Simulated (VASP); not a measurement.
# BeC (P6_3mc) in VASP: relaxation of cell and atoms with PBE

Aim: the relaxation of cell and atoms of BeC with PBE.

Program: VASP 6.6.1. These are calculated values, not measurements. Logs are shortened: lines on timing, memory, paths and dates and some standing lists are left out, and cuts for length are marked.

## 1. The cell of the first run

It takes space group P6_3mc (No. 186, hexagonal). Conventional cell: a = 2.838 Å, b = 2.838 Å, c = 4.657 Å, α = 90.00°, β = 90.00°, γ = 120.00°. Within 2.3 Å of Be (site symmetry 3m) lie 4 C at 1.72 to 1.79 Å. Within 2.3 Å of C (site symmetry 3m) lie 4 Be at 1.72 to 1.79 Å.

## 2. Relaxation of cell and atoms, PBE

Contents of INCAR:

```
SYSTEM = BeC
PREC = Accurate ; ENCUT = 600
EDIFF = 1E-6 ; ISMEAR = 0
SIGMA = 0.1 ; LREAL = .False.
LASPH = .True. ; NELM = 60
ALGO = Normal ; ISIF = 3
LWAVE = .False. ; LCHARG = .False.
GGA = PE ; IBRION = 2
NSW = 90 ; EDIFFG = -0.04
```

Contents of KPOINTS:

```
Automatic mesh
0
Gamma
  9 9 4
  0 0 0
```

Contents of POSCAR:

```
BeC
1.0
    2.8377002500      0.0000000000      0.0000000000
   -1.4188501200      2.4575205000      0.0000000000
    0.0000000000      0.0000000000      4.6569306500
Be C
2 2
Direct
    0.3333333300      0.6666666700      0.0000000000
    0.6666666700      0.3333333300      0.5000000000
    0.3333333300      0.6666666700      0.3849999900
    0.6666666700      0.3333333300      0.8849999900
```

Potentials or basis: VASP PAW PBE potentials, release 64 (Be, C).

On the command line:

```console
cat potpaw_PBE.64/Be/POTCAR potpaw_PBE.64/C/POTCAR > POTCAR
mpirun -np 1 vasp_std > vasp.out
```

OUTCAR:

```text
SYSTEM = BeC
   PREC = Accurate
   ENCUT = 600
   EDIFF = 1E-6
   ISMEAR = 0
   LREAL = .False.
   LASPH = .True.
   NELM = 60
   ISIF = 3
   GGA = PE
   IBRION = 2
   NSW = 90
   EDIFFG = -0.04

 ion  position               nearest neighbor table
   1  0.333  0.667  0.000-   4 1.72   4 1.72   4 1.72   3 1.79
   2  0.667  0.333  0.500-   3 1.72   3 1.72   3 1.72   4 1.79
   3  0.333  0.667  0.385-   2 1.72   2 1.72   2 1.72   1 1.79
   4  0.667  0.333  0.885-   1 1.72   1 1.72   1 1.72   2 1.79

  LATTYP: Found a hexagonal cell.
 ALAT       =     2.8377002500
 C/A-ratio  =     1.6410932233

  Lattice vectors:

 A1 = (   2.8377002500,   0.0000000000,   0.0000000000)
 A2 = (  -1.4188501200,   2.4575205000,   0.0000000000)
 A3 = (   0.0000000000,   0.0000000000,   4.6569306500)

Analysis of symmetry for initial positions (statically):
=====================================================================
 Subroutine PRICEL returns:
 Original cell was already a primitive cell.

 Routine SETGRP: Setting up the symmetry group for a
 hexagonal supercell.

 Subroutine GETGRP returns: Found 12 space group operations
 (whereof  6 operations were pure point group operations)
 out of a pool of 24 trial point group operations.

The static configuration has the point symmetry C_3v.
 The point group associated with its full space group is C_6v.

Analysis of symmetry for dynamics (positions and initial velocities):
=====================================================================
 Subroutine PRICEL returns:
 Original cell was already a primitive cell.

 Routine SETGRP: Setting up the symmetry group for a
 hexagonal supercell.

 Subroutine GETGRP returns: Found 12 space group operations
 (whereof  6 operations were pure point group operations)
 out of a pool of 24 trial point group operations.

The dynamic configuration has the point symmetry C_3v.
 The point group associated with its full space group is C_6v.

 Subroutine INISYM returns: Found 12 space group operations
 (whereof  6 operations are pure point group operations),
 and found     1 'primitive' translations

----------------------------------------------------------------------------------------

                                     Primitive cell

  volume of cell :      32.4761

  direct lattice vectors                    reciprocal lattice vectors
     2.837700250  0.000000000  0.000000000     0.352398038  0.203457102  0.000000000
[... 123 lines left out ...]
 Gauss-broadening in eV      SIGMA  =   0.10
  energy-cutoff  :      600.00
  volume of cell :       32.48
 maximum number of plane-waves:      1105
 NGX is ok and might be reduce to    24
   NGX = 11   NGY = 11   NGZ = 19

--------------------------------------- Ionic step        1  -------------------------------------------

 number of electron      12.0000000 magnetization

 Free energy of the ion-electron system (eV)
  ---------------------------------------------------
  ext. energy  EPLUGINS =         0.00000000
  ---------------------------------------------------
  free energy    TOTEN  =       -19.77120181 eV

  energy without entropy =      -19.75927012  energy(sigma->0) =      -19.76523596

------------------------ aborting loop because EDIFF is reached ----------------------------------------

  FORCE on cell =-STRESS in cart. coord.  units (eV):
  Direction    XX          YY          ZZ          XY          YZ          ZX
  --------------------------------------------------------------------------------------
  -------------------------------------------------------------------------------------
  Total        5.2123924      5.2123924      0.4760172      0.0000000      0.0000000     -0.0000000
  in kB      257.1486498    257.1486488     23.4838747      0.0000005      0.0000000     -0.0000000
  external PRESSURE =     179.2603911 kB  Pullay stress =       0.0000000 kB
[... 95 lines left out ...]
  FREE ENERGIE OF THE ION-ELECTRON SYSTEM (eV)
  ---------------------------------------------------
  free  energy   TOTEN  =       -20.1187032610 eV

  energy  without entropy=      -20.1047509023  energy(sigma->0) =      -20.11172708

[... ionic steps 4 to 13 ...]

--------------------------------------- Ionic step       14  -------------------------------------------

 number of electron      12.0000001 magnetization

------------------------ aborting loop because EDIFF is reached ----------------------------------------
[... 71 lines left out ...]
--------------------------------------- Ionic step       16  -------------------------------------------

 number of electron      12.0000001 magnetization

 Free energy of the ion-electron system (eV)
  ---------------------------------------------------
  ext. energy  EPLUGINS =         0.00000000
  ---------------------------------------------------
  free energy    TOTEN  =       -21.46320476 eV

  energy without entropy =      -21.45859805  energy(sigma->0) =      -21.46090140

 E-fermi :   4.7751     XC(G=0): -10.8669

 val. band max:        4.7343003202   @ k =   0.3333  -0.0000   0.0000
 cond. band min:       4.8511551306   @ k =   0.4444   0.1111   0.2500
 fundamental gap:      0.1168548103
 Fermi energy:         4.7750985904

 k-point     1 :       0.0000    0.0000    0.0000
  band No.  band energies     occupation
      1      -9.1729      2.00000
      2      -2.0643      2.00000
      3      -1.4012      2.00000
      4       2.9980      2.00000
      5       2.9980      2.00000
      6       6.6220      0.00000
      7       6.6220      0.00000
      8       7.2119      0.00000
      9      12.6826      0.00000
     10      13.0233      0.00000
[... 287 lines left out ...]
 k-point    24 :       0.3333    0.3333    0.2500
  band No.  band energies     occupation
      1      -5.4436      2.00000
      2      -5.4436      2.00000
      3      -0.7643      2.00000
      4       0.5695      2.00000
      5       0.5695      2.00000
      6       3.3529      2.00000
      7       6.2529      0.00000
      8       6.2529      0.00000
      9      15.6814      0.00000
     10      16.1727      0.00000

 [... further k-points ...]

------------------------ aborting loop because EDIFF is reached ----------------------------------------

  FORCE on cell =-STRESS in cart. coord.  units (eV):
  Direction    XX          YY          ZZ          XY          YZ          ZX
  --------------------------------------------------------------------------------------
  -------------------------------------------------------------------------------------
  Total       -0.0476903     -0.0476903     -0.0497956     -0.0000000     -0.0000000     -0.0000000
  in kB       -2.3421711     -2.3421711     -2.4455681     -0.0000000     -0.0000000     -0.0000000
  external PRESSURE =      -2.3766368 kB  Pullay stress =       0.0000000 kB
[... 19 lines left out ...]
  FREE ENERGIE OF THE ION-ELECTRON SYSTEM (eV)
  ---------------------------------------------------
  free  energy   TOTEN  =       -21.4632047607 eV

  energy  without entropy=      -21.4585980458  energy(sigma->0) =      -21.46090140

 reached required accuracy - stopping structural energy minimisation
```

It took 86 s on 1 thread of Intel Xeon Platinum 8375C at 2.90GHz (Ice Lake), shared host; peak memory 0.17 GiB.

Results:

```
Free energy                            : -21.4632 eV
Relaxed volume                         : 8.16 Å³/atom
Relaxed cell                           : a = 3.183 Å, b = 3.183 Å, c = 3.717 Å, α = 90.00°, β = 90.00°, γ = 120.00°
Space group after relaxing (to 0.05 Å) : P6_3/mmc (No. 194)
Energy gained by relaxing              : 423.0 meV/atom
Ionic steps                            : 16
Pressure after relaxing                : -0.2 GPa
Largest force after relaxing           : 0.017 eV/Å
Band gap on the k mesh                 : zero (band 6 reaches 6.62 eV, above the bottom of band 7 at 4.00 eV)
```

Forces in eV/Å, atoms in the order of the input:
```
Be   0.000  0.000 -0.017
Be   0.000  0.000 -0.017
C    0.000  0.000  0.017
C    0.000  0.000  0.017
```

Step by step:
```
step  energy change (eV)  largest force (eV/Å)  pressure (GPa)  volume (Å³)
   1              0.0000                0.1998           17.93        32.48
   2             -0.3438                0.8152           -3.18        36.90
   3             -0.3475                0.8574           -5.39        37.55
   4             -0.6266                0.8665           -8.99        37.97
   5             -1.2298                0.5848          -17.96        38.54
   6             -1.4778                0.3219          -13.51        36.72
   7             -1.5747                0.1965           -7.42        35.19
   8             -1.5758                0.3083           -6.27        34.97
   9             -1.5760                0.2718           -6.64        35.04
  10             -1.6125                0.0346           -5.60        34.52
  11             -1.6478                0.4042           -2.63        33.51
  12             -1.6797                0.2642           -0.74        32.86
  13             -1.6883                0.1738            0.85        32.42
  14             -1.6886                0.1521            1.32        32.31
  15             -1.6917                0.0564            0.22        32.53
  16             -1.6920                0.0168           -0.24        32.62
```

Final structure:
```xyz
4
Lattice="3.1833 0.0000 0.0000 -1.5916 2.7568 0.0000 0.0000 0.0000 3.7175" Properties=species:S:1:pos:R:3 pbc="T T T"
Be    0.0000    1.8379    3.5046
Be    1.5916    0.9189    1.6459
C     0.0000    1.8379    1.6441
C     1.5916    0.9189    3.5028
```

Levels at points of the mesh, in eV from the Fermi level:
```tsv
k point	band 3	band 4	band 5	band 6	band 7	band 8	band 9	band 10
(0.00, 0.00, 0.00)	-6.18	-1.78	-1.78	1.85	1.85	2.44	7.91	8.25
(0.00, 0.00, 0.50)	-0.05	-0.05	-0.05	-0.05	0.48	0.48	8.93	8.93
```
